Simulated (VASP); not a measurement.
Wanted: the native input for a VASP 6.6.1 run.

```
Task                   : single point
Functional             : PBEsol
Potentials or basis    : VASP PAW PBE potentials, release 64 (Ni, Ge_d)
Cutoff                 : 520 eV
k mesh                 : 12 × 12 × 4
Occupations            : gaussian, width 0.1 eV
Spin                   : no spin polarisation
Dipole correction      : no
Further INCAR settings : ALGO = Fast; EDIFF = 1e-06; NBANDS = 74
```

The structure of Ni7Ge4 lies in POSCAR:

```
Ni7Ge4
1.0
    3.9967119190      0.0000000000      0.0000000000
   -1.9983559595      3.4612540534      0.0000000000
    0.0000000000      0.0000000000     10.1230991122
Ni Ge
7 4
Direct
    0.0000000000      0.0000000000      0.3732173528
    0.0000000000      0.0000000000      0.8784317585
    0.0000000000      0.0000000000      0.1215682415
    0.0000000000      0.0000000000      0.6267826472
    0.6666666667      0.3333333333      0.5000000000
    0.3333333333      0.6666666667      0.2431970799
    0.3333333333      0.6666666667      0.7568029201
    0.6666666667      0.3333333333      0.2459601619
    0.6666666667      0.3333333333      0.7540398381
    0.3333333333      0.6666666667      0.0000000000
    0.3333333333      0.6666666667      0.5000000000
```

One way to write it, as run:

INCAR

```
PREC = Accurate
ENCUT = 520
EDIFF = 1E-6
ISMEAR = 0
SIGMA = 0.1
LREAL = F
LASPH = T
NELM = 80
ALGO = Fast
ISIF = 2
LWAVE = F
LCHARG = F
GGA = PS
NBANDS = 74
```

KPOINTS

```
regular mesh
0
Gamma
  12 12 4
```

Potentials or basis: VASP PAW PBE potentials, release 64 (Ni, Ge_d).

Run with:

```sh
$ cat potpaw_PBE.64/Ni/POTCAR potpaw_PBE.64/Ge_d/POTCAR > POTCAR
$ mpirun -np 1 vasp_std > vasp.out
```

It gave:

```json
{
 "Pressure": "-9.0 GPa",
 "Band gap on the k mesh": "zero (bands 63 and 64 overlap by 2.98 eV)"
}
```

Caveat: the cell stands under tension; the PAW data sets were made with another functional, which shifts forces and pressure a little.

It took 15 min on 1 thread of Intel(R) Xeon(R) Platinum 8488C (Sapphire Rapids), with other jobs on the host, peak memory 0.54 GiB.
